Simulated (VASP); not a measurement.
A run of VASP 6.6.1 is set up as follows.

The input INCAR:

```
SYSTEM = H4C2O
  ALGO = Normal
  EDIFF = 1E-6
  ENCUT = 520
  GGA = PE
  ISIF = 2
  ISMEAR = -1
  IVDW = 12
  LASPH = .TRUE.
  LCHARG = .FALSE.
  LREAL = Auto
  LWAVE = .FALSE.
  NBANDS = 43
  NELM = 60
  PREC = Accurate
  SIGMA = 0.05
```

The input KPOINTS:

```
k-points
0
G
  1 1 1
  0 0 0
```

POSCAR

```
H4C2O
1.0
    6.8873110000      0.0000000000      0.0000000000
    0.0000000000      6.8873110000      0.0000000000
    0.0000000000      0.0000000000      6.8873110000
C H O
6 12 3
Direct
    0.1381235725      0.9430676210      0.2224816042
    0.7355410551      0.2013848365      0.9164534606
    0.8584917975      0.5256332987      0.3374466464
    0.2958048504      0.5615253907      0.5422290354
    0.6616951086      0.6693904196      0.8663903808
    0.6927667416      0.0579471437      0.4292241195
    0.2187065460      0.8232240420      0.2914199751
    0.0583682079      1.0256542793      0.3281832344
    0.0315943334      0.8861223197      0.1231394952
    0.2347215045      1.0523265176      0.1486646966
    0.6172365383      0.2032433267      1.0244927229
    0.6778988200      0.2595207331      0.7890016873
    0.8028677665      0.0600960230      0.9004530215
    0.8518128483      0.3020482159      0.9745167599
    0.9577322703      0.4519035078      0.2501266459
    0.8570108131      0.4626914626      0.4830767770
    0.7046146166      0.5071064745      0.2789477635
    0.8963004575      0.6801928939      0.3394067728
    0.2168480558      0.4209335109      0.5780194912
    0.5402979479      0.7148363127      0.9666907738
    0.5276660223      0.0600379451      0.4330572556
```

Potentials or basis: VASP PAW PBE potentials, release 64 (C, H, O).

The run is started by

```bash
$ cat potpaw_PBE.64/C/POTCAR potpaw_PBE.64/H/POTCAR potpaw_PBE.64/O/POTCAR > POTCAR
$ mpirun -np 1 vasp_gam > vasp.out
```

Predict the largest force.

2.831 eV/Å.

What does it give for the dispersion energy per atom?

-0.036 eV.

What does it give for the pressure?

0.9 GPa.

Stress tensor (GPa, compression positive):
```
 0.76 -0.85 -0.60
-0.85  0.08  0.40
-0.60  0.40  1.83
```

Caveat: the k points lie up to 0.91 Å⁻¹ apart.
